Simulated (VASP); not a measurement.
# Fe (Im-3m) in VASP: single point with LDA

Aim: the single point of Fe with LDA.

Program: VASP 6.6.1. These are calculated values, not measurements. Logs are shortened: lines on timing, memory, paths and dates and some standing lists are left out, and cuts for length are marked.

### Step 1. The cell of the first run

The structure is cubic, space group Im-3m (No. 229). The conventional cell has a = 2.749 Å, b = 2.749 Å, c = 2.749 Å, α = 90.00°, β = 90.00°, γ = 90.00°. Within 3.1 Å of Fe (site symmetry m-3m) lie 14 Fe at 2.38 to 2.75 Å.

### Step 2. Single point, LDA, collinear spin, ferromagnetic start

File INCAR:

```
ALGO     = Normal         # electronic algorithm
EDIFF    = 1E-6           # SCF threshold, eV
ENCUT    = 690            # plane-wave cutoff, eV
GGA      = CA             # functional
GGA_COMPAT= F            
ISIF     = 2              # what is computed and relaxed
ISMEAR   = -1             # smearing method
ISPIN    = 2              # spin polarisation
LASPH    = T              # aspherical terms in the spheres
LCHARG   = F              # write CHGCAR
LMAXMIX  = 4              # l up to which the mixer works
LORBIT   = 11             # projections on sites
LREAL    = F              # projectors in reciprocal space
LWAVE    = F              # write WAVECAR
MAGMOM   = 2.5            # initial moments
NBANDS   = 18             # bands
NELM     = 200            # most SCF steps
PREC     = Accurate       # precision mode
SIGMA    = 0.05           # smearing width, eV
```

File KPOINTS:

```
k-points
0
Gamma
  15 15 15
```

File POSCAR:

```
Fe
1.0
   -1.3745984218      1.3745984218      1.3745984218
    1.3745984218     -1.3745984218      1.3745984218
    1.3745984218      1.3745984218     -1.3745984218
Fe
1
Direct
    0.0000000000      0.0000000000      0.0000000000
```

Potentials or basis: VASP PAW LDA potentials, release 64 (Fe_sv).

On the command line:

```console
cat potpaw_LDA.64/Fe_sv/POTCAR > POTCAR
mpirun -np 1 vasp_std > vasp.out
```

OUTCAR:

```text
EDIFF = 1E-6
   ENCUT = 690
   GGA = CA
   ISIF = 2
   ISMEAR = -1
   ISPIN = 2
   LASPH = T
   LORBIT = 11
   LREAL = F
   NELM = 200
   PREC = Accurate

 ion  position               nearest neighbor table
   1  0.000  0.000  0.000-

  LATTYP: Found a body centered cubic cell.
 ALAT       =     2.7491968436

  Lattice vectors:

 A1 = (  -1.3745984218,   1.3745984218,   1.3745984218)
 A2 = (   1.3745984218,  -1.3745984218,   1.3745984218)
 A3 = (   1.3745984218,   1.3745984218,  -1.3745984218)

Analysis of symmetry for initial positions (statically):
=====================================================================
 Subroutine PRICEL returns:
 Original cell was already a primitive cell.

 Routine SETGRP: Setting up the symmetry group for a
 body centered cubic supercell.

 Subroutine GETGRP returns: Found 48 space group operations
 (whereof 48 operations were pure point group operations)
 out of a pool of 48 trial point group operations.

The static configuration has the point symmetry O_h .

Analysis of symmetry for dynamics (positions and initial velocities):
=====================================================================
 Subroutine PRICEL returns:
 Original cell was already a primitive cell.

 Routine SETGRP: Setting up the symmetry group for a
 body centered cubic supercell.

 Subroutine GETGRP returns: Found 48 space group operations
 (whereof 48 operations were pure point group operations)
 out of a pool of 48 trial point group operations.

The dynamic configuration has the point symmetry O_h .

Analysis of structural, dynamic, and magnetic symmetry:
=====================================================================
 Subroutine PRICEL returns:
 Original cell was already a primitive cell.

 Routine SETGRP: Setting up the symmetry group for a
 body centered cubic supercell.

 Subroutine GETGRP returns: Found 48 space group operations
 (whereof 48 operations were pure point group operations)
 out of a pool of 48 trial point group operations.

The overall configuration has the point symmetry O_h .

 Subroutine INISYM returns: Found 48 space group operations
 (whereof 48 operations are pure point group operations),
 and found     1 'primitive' translations

----------------------------------------------------------------------------------------

                                     Primitive cell

  volume of cell :      10.3893

  direct lattice vectors                    reciprocal lattice vectors
    -1.374598422  1.374598422  1.374598422     0.000000000  0.363742597  0.363742597
     1.374598422 -1.374598422  1.374598422     0.363742597  0.000000000  0.363742597
     1.374598422  1.374598422 -1.374598422     0.363742597  0.363742597  0.000000000

  length of vectors
     2.380874307  2.380874307  2.380874307     0.514409714  0.514409714  0.514409714

  position of ions in fractional coordinates (direct lattice)
     0.000000000  0.000000000  0.000000000

  ion indices of the primitive-cell ions
   primitive index   ion index
                 1           1

----------------------------------------------------------------------------------------

 KPOINTS: k-points

Automatic generation of k-mesh.
 Grid dimensions read from file:
 generate k-points for:   15   15   15

 Generating k-lattice:

  Cartesian coordinates                     Fractional coordinates (reciprocal lattice)
     0.000000000  0.024249506  0.024249506     0.066666667  0.000000000  0.000000000
     0.024249506  0.000000000  0.024249506     0.000000000  0.066666667  0.000000000
     0.024249506  0.024249506  0.000000000     0.000000000  0.000000000  0.066666667

  Length of vectors
     0.034293981  0.034293981  0.034293981

  Shift w.r.t. Gamma in fractional coordinates (k-lattice)
     0.000000000  0.000000000  0.000000000

 Subroutine IBZKPT returns following result:
 ===========================================

 Found    120 irreducible k-points:

 Following reciprocal coordinates:
            Coordinates               Weight
  0.000000  0.000000  0.000000      1.000000
  0.066667  0.000000  0.000000     12.000000
  0.133333  0.000000  0.000000     12.000000
  0.200000  0.000000  0.000000     12.000000
  0.266667  0.000000  0.000000     12.000000
  0.333333  0.000000  0.000000     12.000000
[... 16 lines left out ...]
  0.333333  0.200000  0.000000     48.000000
  0.400000  0.200000 -0.000000     24.000000
 [... further k-points ...]
   k-points           NKPTS =    120   k-points in BZ     NKDIM =    120   number of bands    NBANDS=     18
   number of dos      NEDOS =    301   number of ions     NIONS =      1
   total plane-waves  NPLWV =   8000
   dimension x,y,z NGX =    20 NGY =   20 NGZ =   20
   dimension x,y,z NGXF=    40 NGYF=   40 NGZF=   40
   ions per type =               1
   NGX,Y,Z   is equivalent  to a cutoff of  13.97, 13.97, 13.97 a.u.
   NGXF,Y,Z  is equivalent  to a cutoff of  27.93, 27.93, 27.93 a.u.
 SYSTEM =  unknown system
   PREC   = accura    normal or accurate (medium, high low for compatibility)
   ISTART =      0    job   : 0-new  1-cont  2-samecut
   ICHARG =      2    charge: 1-file 2-atom 10-const
   ISPIN  =      2    spin polarized calculation?
   LNONCOLLINEAR =      F non collinear calculations
   LSORBIT =      F    spin-orbit coupling
   LASPH  =      T    aspherical Exc in radial PAW
   ENCUT  =  690.0 eV  50.71 Ry    7.12 a.u.   5.10  5.10  5.10*2*pi/ulx,y,z
   NELM   =    200;   NELMIN=  2; NELMDL= -5     # of ELM steps
   EDIFF  = 0.1E-05   stopping-criterion for ELM
   LREAL  =      F    real-space projection
   EDIFFG = 0.1E-04   stopping-criterion for IOM
   NSW    =      0    number of steps for IOM
   IBRION =     -1    ionic relax: 0-MD 1-quasi-New 2-CG
   NFREE  =      0    steps in history (QN), initial steepest desc. (CG)
   ISIF   =      2    stress and relaxation
   ISYM   =      2    0-nonsym 1-usesym 2-fastsym
   POTIM  = 0.5000    time-step for ionic-motion
   TEBEG  =    0.0;   TEEND  =   0.0 temperature during run
   PSTRESS=    0.0 pullay stress
   NELECT =      16.0000    total number of electrons
   NUPDOWN=      -1.0000    fix difference up-down
   EMIN   =  10.00;   EMAX   =-10.00  energy-range for DOS
   EFERMI =   0.00;   METHOD = LEGACY
   ISMEAR =    -1;   SIGMA  =   0.05  broadening in eV -4-tet -1-fermi 0-gaus
   EFERMI_NEDOS =   21; number of points for ismear=-14 and -15
   IALGO  =     38    algorithm
   IMIX   =      4    mixing-type and parameters
     AMIX     =   0.40;   BMIX     =  1.00
     AMIX_MAG =   1.60;   BMIX_MAG =  1.00
  volume/ion in A,a.u.               =      10.39        70.11
  Fermi-wavevector in a.u.,A,eV,Ry     =   1.890539  3.572601 48.629099  3.574138
  Thomas-Fermi vector in A             =   2.931884
   LORBIT       =     11    0 simple, 1 ext, 2 COOP (PROOUT), +10 PAW based schemes
   GGA     = CA    functional components
   LHFCALC =     F    Hartree Fock is set to
   AEXX    =    0.0000 exact exchange contribution
   IVDW    =     0    specifies the selected vdW correction
   LEPSILON=     F    determine dielectric tensor
   LRPA    =     F    only Hartree local field effects (RPA)
 spin polarized calculation
  energy-cutoff  :      690.00
  volume of cell :       10.39
 maximum number of plane-waves:       442
   NGX = 11   NGY = 11   NGZ = 11

 number of electron      16.0000021 magnetization       1.9283620

 Free energy of the ion-electron system (eV)
  ---------------------------------------------------
  ext. energy  EPLUGINS =         0.00000000
  ---------------------------------------------------
  free energy    TOTEN  =        -9.31537807 eV

  energy without entropy =       -9.30823413  energy(sigma->0) =       -9.31180610

 E-fermi :  13.2998     XC(G=0): -14.6889

 val. band max:       13.2614962013   @ k =  -0.2000   0.2000   0.1333
 cond. band min:      13.3136181946   @ k =  -0.2000   0.2000   0.1333
 fundamental gap:      0.0521219933
 Fermi energy:        13.2998457346

 spin component 1

 k-point     1 :       0.0000    0.0000    0.0000
  band No.  band energies     occupation
      1     -73.8324      1.00000
      2     -40.0520      1.00000
      3     -40.0520      1.00000
      4     -40.0520      1.00000
      5       4.1782      1.00000
      6      10.8278      1.00000
[... 10 lines left out ...]
     17      47.2001      0.00000
     18      47.2001      0.00000

 k-point     2 :       0.0667    0.0000    0.0000
  band No.  band energies     occupation
      1     -73.8271      1.00000
      2     -40.0772      1.00000
      3     -40.0601      1.00000
      4     -40.0519      1.00000
      5       4.3751      1.00000
      6      10.7678      1.00000
[... 10 lines left out ...]
     17      45.7251      0.00000
     18      47.6143      0.00000
[... 442 lines left out ...]
 k-point    24 :       0.4000    0.2000   -0.0000
  band No.  band energies     occupation
      1     -73.7006      1.00000
      2     -40.5611      1.00000
      3     -40.3205      1.00000
      4     -40.1088      1.00000
      5       8.6233      1.00000
      6       9.6547      1.00000
[... 10 lines left out ...]
     17      53.6285      0.00000
     18      58.4219      0.00000

 [... further k-points ...]

 spin component 2

 k-point     1 :       0.0000    0.0000    0.0000
  band No.  band energies     occupation
      1     -71.7072      1.00000
      2     -37.9745      1.00000
      3     -37.9745      1.00000
      4     -37.9745      1.00000
      5       4.5366      1.00000
      6      12.3938      1.00000
[... 10 lines left out ...]
     17      47.9976      0.00000
     18      47.9976      0.00000

 k-point     2 :       0.0667    0.0000    0.0000
  band No.  band energies     occupation
      1     -71.7016      1.00000
      2     -38.0019      1.00000
      3     -37.9832      1.00000
      4     -37.9744      1.00000
      5       4.7349      1.00000
      6      12.3259      1.00000
[... 10 lines left out ...]
     17      46.4167      0.00000
     18      48.3755      0.00000
[... 442 lines left out ...]
 k-point    24 :       0.4000    0.2000   -0.0000
  band No.  band energies     occupation
      1     -71.5663      1.00000
      2     -38.5251      1.00000
      3     -38.2639      1.00000
      4     -38.0360      1.00000
      5       9.7960      1.00000
      6      11.0266      1.00000
[... 10 lines left out ...]
     17      54.3269      0.00000
     18      58.7015      0.00000

 [... further k-points ...]
[... 5 lines left out ...]
  --------------------------------------------------------------------------------------
  -------------------------------------------------------------------------------------
  Total       -0.1426116     -0.1426116     -0.1426116      0.0000000      0.0000000      0.0000000
  in kB      -21.9926753    -21.9926753    -21.9926753      0.0000000      0.0000000      0.0000000
  external PRESSURE =     -21.9926753 kB  Pullay stress =       0.0000000 kB

 VOLUME and BASIS-vectors are now :
 -----------------------------------------------------------------------------
  energy-cutoff  :      690.00
  volume of cell :       10.39
      direct lattice vectors                 reciprocal lattice vectors
    -1.374598422  1.374598422  1.374598422     0.000000000  0.363742597  0.363742597
     1.374598422 -1.374598422  1.374598422     0.363742597  0.000000000  0.363742597
     1.374598422  1.374598422 -1.374598422     0.363742597  0.363742597  0.000000000

 POSITION                                       TOTAL-FORCE (eV/Angst)
 -----------------------------------------------------------------------------------
      0.00000      0.00000      0.00000        -0.000000     -0.000000      0.000000
 -----------------------------------------------------------------------------------
    total drift:                                0.000000     -0.000000      0.000000

  FREE ENERGIE OF THE ION-ELECTRON SYSTEM (eV)
  ---------------------------------------------------
  free  energy   TOTEN  =        -9.3153780697 eV

  energy  without entropy=       -9.3082341328  energy(sigma->0) =       -9.31180610

 total charge

# of ion       s       p       d       tot
------------------------------------------
    1        2.203   6.050   5.558  13.811

 magnetization (x)

# of ion       s       p       d       tot
------------------------------------------
    1       -0.001  -0.005   1.902   1.896
```

It took 40 s on 1 thread of Intel Xeon Platinum 8259CL at 2.50GHz (Skylake/Cascade Lake), shared host; peak memory 0.16 GiB.

What came out:

```yaml
Free_energy: -9.3154 eV
Pressure: -2.2 GPa
Net_moment: 1.93 μB per cell
Site_moments: Fe +1.90 μB
Valence_electrons_inside_the_program's_atomic_spheres: Fe 13.81
```

Levels at points of the mesh, in eV from the Fermi level:
Spin up:
| k point | band 7 | band 8 | band 9 | band 10 | band 11 | band 12 |
| --- | --- | --- | --- | --- | --- | --- |
| (0.00, 0.00, 0.00) | -2.47 | -2.47 | -0.92 | -0.92 | 25.08 | 25.08 |
Spin down:
| k point | band 4 | band 5 | band 6 | band 7 | band 8 | band 9 | band 10 | band 11 |
| --- | --- | --- | --- | --- | --- | --- | --- | --- |
| (0.00, 0.00, 0.00) | -51.27 | -8.76 | -0.91 | -0.91 | -0.91 | 1.18 | 1.18 | 25.24 |
